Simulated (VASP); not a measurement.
Set up this calculation in VASP 6.6.1, as the native input.

```
Task                   : single point
Functional             : r2SCAN
Potentials or basis    : VASP PAW PBE potentials, release 64 (B)
Cutoff                 : 520 eV
k mesh                 : 13 × 13 × 6
Occupations            : methfessel-paxton, width 0.15 eV
Spin                   : no spin polarisation
Dipole correction      : no
Further INCAR settings : ALGO = Normal; EDIFF = 1e-06; NBANDS = 8
```

Crystal: B.

```
B
1.0
     1.70891    0.00000    0.00000
    -0.85446    1.47996    0.00000
     0.00000    0.00000    3.46069
B
1
Cartesian
  0.0000 0.0000 0.0000
```

The input as run:

POSCAR

```
B
1.0
    1.7089109432      0.0000028977      0.0000000000
   -0.8544579811      1.4799588407      0.0000000000
    0.0000000000      0.0000000000      3.4606935221
B
1
Direct
    0.0000000000      0.0000000000      0.0000000000
```

INCAR.step1

```
  PREC = Accurate
  ENCUT = 520
  ISMEAR = 1
  SIGMA = 0.15
  LREAL = F
  LASPH = T
  NELM = 60
  NBANDS = 8
  GGA = PE
  ALGO = Normal
  EDIFF = 1E-4
  LWAVE = T
  LCHARG = F
```

INCAR.step2

```
  PREC = Accurate
  ENCUT = 520
  EDIFF = 1E-6
  ISMEAR = 1
  SIGMA = 0.15
  LREAL = F
  LASPH = T
  NELM = 60
  ALGO = Normal
  ISIF = 2
  LWAVE = F
  LCHARG = T
  METAGGA = R2SCAN
  LMIXTAU = T
  LELF = T
  LVHAR = T
  NBANDS = 8
  ISTART = 1
```

KPOINTS

```
regular mesh
0
Gamma
  13 13 6
```

Potentials or basis: VASP PAW PBE potentials, release 64 (B).

Command:

```console
$ cat potpaw_PBE.64/B/POTCAR > POTCAR
$ cp INCAR.step1 INCAR
$ mpirun -np 1 vasp_std > vasp.out
$ cp INCAR.step2 INCAR
$ mpirun -np 1 vasp_std > vasp.out
```

Results of the run:

```yaml
Pressure: 0.1 GPa
```

Caveat: the PAW data sets were made with another functional, which shifts forces and pressure a little.

Wall time 12 s on 1 thread of Intel(R) Xeon(R) 6975P-C (Granite Rapids) (shared host), peak memory 0.11 GiB.
